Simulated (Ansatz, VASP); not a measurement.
## ZnSe in VASP and in Ansatz

Contents of INCAR:

```
PREC = Accurate
ENCUT = 520
EDIFF = 1E-7
ISMEAR = 0
SIGMA = 0.05
LREAL = False
LASPH = True
NELM = 100
ALGO = Normal
ISIF = 2
LWAVE = False
LCHARG = True
GGA = PE
LELF = True
LVHAR = True
NBANDS = 16
```

File KPOINTS:

```
Automatic mesh
0
Gamma
  10 10 10
```

POSCAR

```
ZnSe
1.0
    0.0000000000      2.6919920189      2.9171998471
    2.9171998471      0.0000000000      2.9171998471
    2.9171998471      2.6919920189      0.0000000000
Zn Se
1 1
Direct
    0.0000000000      0.0000000000      0.0000000000
    0.7500000000      0.7500000000      0.7500000000
```

Input for Ansatz:

```yaml
crystal:
  lattice:
    - [0.0, 2.6919920189, 2.9171998471]
    - [2.9171998471, 0.0, 2.9171998471]
    - [2.9171998471, 2.6919920189, 0.0]
  atoms:
    - { symbol: Zn, position: [0.0, 0.0, 0.0] }
    - { symbol: Se, position: [0.75, 0.75, 0.75] }
basis:
  ecutwfc: 520.0
kpoints:
  mp_grid: { grid: [10, 10, 10] }
hamiltonian:
  xc: pbe
  pseudopotentials: { kind: paw, azcp: { folder: soft_1 } }
scf:
  occupations: { method: gaussian, width: 0.05 }
output:
  forces: true
  stress: true
  eigenvalues: true
```

Alike in both runs: task single point; functional PBE; k mesh 10 × 10 × 10; occupations gaussian, width 0.05 eV; no spin polarisation.

|  | VASP | Ansatz |
| --- | --- | --- |
| version | VASP 6.6.1 | Ansatz 0.2.0 |
| potentials or method | VASP PAW PBE potentials, release 64 (Zn, Se), cutoff 520 eV | scalar-relativistic, plane waves, PAW |
| valence electrons in the cell | 18 | 28 |

|  | VASP | Ansatz | Ansatz less VASP |
| --- | --- | --- | --- |
| gap on the k mesh at the Fermi level (eV) | 1.08 | 1.07 | -0.004 |
| least direct gap on the mesh (eV) | 1.08 | 1.07 | -0.004 |
| pressure (GPa) | 1.8 | 1.5 | -0.22 |
| traceless stress, the component that is largest in VASP (GPa) | 1.53 | 1.55 | +0.015 |

The functional is the same, so the differences come from potentials, cutoffs and numerics. VASP's potentials hold 18 valence electrons a cell and Ansatz's 28, so a difference there can come from the potentials and not from the codes.
